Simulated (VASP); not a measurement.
Write the native input for VASP 6.6.1 that does the following.

```yaml
Task: single point
Functional: PBE
Potentials_or_basis: VASP PAW PBE potentials, release 64 (Zr_sv, H)
Cutoff: 520 eV
k_mesh: 16 × 6 × 1
Occupations: gaussian, width 0.1 eV
Spin: no spin polarisation
Dipole_correction: yes
Further_INCAR_settings: ALGO = Normal; EDIFF = 1e-06; NBANDS = 14
```

The structure of ZrH2 lies in POSCAR:

```
ZrH2
1.0
    2.7692209696      0.0000000000      0.0000000000
    0.0000000000      7.2256007051      0.0000000000
    0.0000000000      0.0000000000     23.8000000000
Zr H
1 2
Direct
    0.0000000000      0.0000000000      0.2941176471
    0.5000000000      0.2068241829      0.2941176471
    0.5000000000      0.7931758171      0.2941176471
```

One way to write it, as run:

INCAR

```
SYSTEM = ZrH2
PREC = Accurate
ENCUT = 520
EDIFF = 1E-6
ISMEAR = 0
SIGMA = 0.1
LREAL = .FALSE.
LASPH = .TRUE.
NELM = 80
ALGO = Normal
ISIF = 2
LWAVE = .FALSE.
LCHARG = .FALSE.
LDIPOL = .TRUE.
IDIPOL = 3
DIPOL = 0.5 0.5 0.294
GGA = PE
NBANDS = 14
```

KPOINTS

```
regular mesh
0
G
  16 6 1
  0 0 0
```

Potentials or basis: VASP PAW PBE potentials, release 64 (Zr_sv, H).

Run with:

```bash
$ cat potpaw_PBE.64/Zr_sv/POTCAR potpaw_PBE.64/H/POTCAR > POTCAR
$ mpirun -np 1 vasp_std > vasp.out
```

Results of the run:

- Largest force: 0.005 eV/Å
- Band gap on the k mesh: zero (band 7 reaches -2.93 eV, above the bottom of band 8 at -3.37 eV)

It took 3.1 min on 1 thread of Intel(R) Xeon(R) 6975P-C (Granite Rapids), with other jobs on the host, peak memory 0.63 GiB.
